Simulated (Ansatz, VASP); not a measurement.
## Two plane-wave programs on AlN

POSCAR

```
AlN
1.0
    0.0409498792      2.1839935596      2.1839935596
    2.2249434388      0.0000000000      2.2249434388
    2.1839935596      2.1839935596      0.0409498792
Al N
1 1
Direct
    0.0000000000      0.0000000000      0.0000000000
    0.7500000000      0.7500000000      0.7500000000
```

Contents of INCAR.step1:

```
SYSTEM = AlN
PREC = Accurate ; ENCUT = 520
ISMEAR = 0 ; SIGMA = 0.05
LREAL = .False. ; LASPH = .True.
NELM = 60 ; NBANDS = 11
GGA = PE ; ALGO = Normal
EDIFF = 1E-4 ; LWAVE = .True.
LCHARG = .False.
```

File INCAR.step2:

```
SYSTEM = AlN
PREC = Accurate ; ENCUT = 520
EDIFF = 1E-7 ; ISMEAR = 0
SIGMA = 0.05 ; LREAL = .False.
LASPH = .True. ; NELM = 60
ALGO = Normal ; ISIF = 2
LWAVE = .False. ; LCHARG = .True.
METAGGA = R2SCAN ; LMIXTAU = .True.
LELF = .True. ; LVHAR = .True.
NBANDS = 11 ; ISTART = 1
```

Contents of KPOINTS:

```
regular mesh
0
Gamma
  10 10 10
  0 0 0
```

Input for Ansatz:

```yaml
crystal:
  lattice:
    - [0.0409498792, 2.1839935596, 2.1839935596]
    - [2.2249434388, 0.0, 2.2249434388]
    - [2.1839935596, 2.1839935596, 0.0409498792]
  atoms:
    - { symbol: Al, position: [0.0, 0.0, 0.0] }
    - { symbol: "N", position: [0.75, 0.75, 0.75] }
basis:
  ecutwfc: 500
kpoints:
  mp_grid: { grid: [10, 10, 10] }
hamiltonian:
  xc: r2scan
scf:
  occupations: { method: gaussian, width: 0.05 }
output:
  forces: true
  stress: true
  eigenvalues: true
  write_density: true
  write_potential: true
  elf: true
  volumetric_format: npy
```

Change from the starting cell: strain +0.0375 x Voigt [0, 0, 0, 0, 1, 0], atoms carried along.

Alike in both runs: task single point; functional r2SCAN; k mesh 10 × 10 × 10; occupations gaussian, width 0.05 eV; no spin polarisation.

```csv
,VASP,Ansatz
version,VASP 6.6.1,Ansatz 0.2.0
potentials or method,"VASP PAW PBE potentials, release 64 (Al, N), cutoff 520 eV","scalar-relativistic, plane waves, PAW"
valence electrons in the cell,8,8
```

Ansatz gave:

- gap on the k mesh at the Fermi level (eV): 3.81
- least direct gap on the mesh (eV): 4.72
- pressure (GPa): 0.6
- traceless stress, the component that is largest in VASP (GPa): -8.84
- rms of the force components (eV/Å): 0.188

Problem. Estimate VASP's values.

Solution. gap on the k mesh at the Fermi level (eV): 3.80; least direct gap on the mesh (eV): 4.76; pressure (GPa): 0.2; traceless stress, the component that is largest in VASP (GPa): -8.94; rms of the force components (eV/Å): 0.192.

VASP's potentials were made for PBE, not for r2SCAN. Atom by atom the forces differ by 0.003 eV/Å (rms over components). With one functional, cell and mesh, what is left measures potentials, basis and numerics.
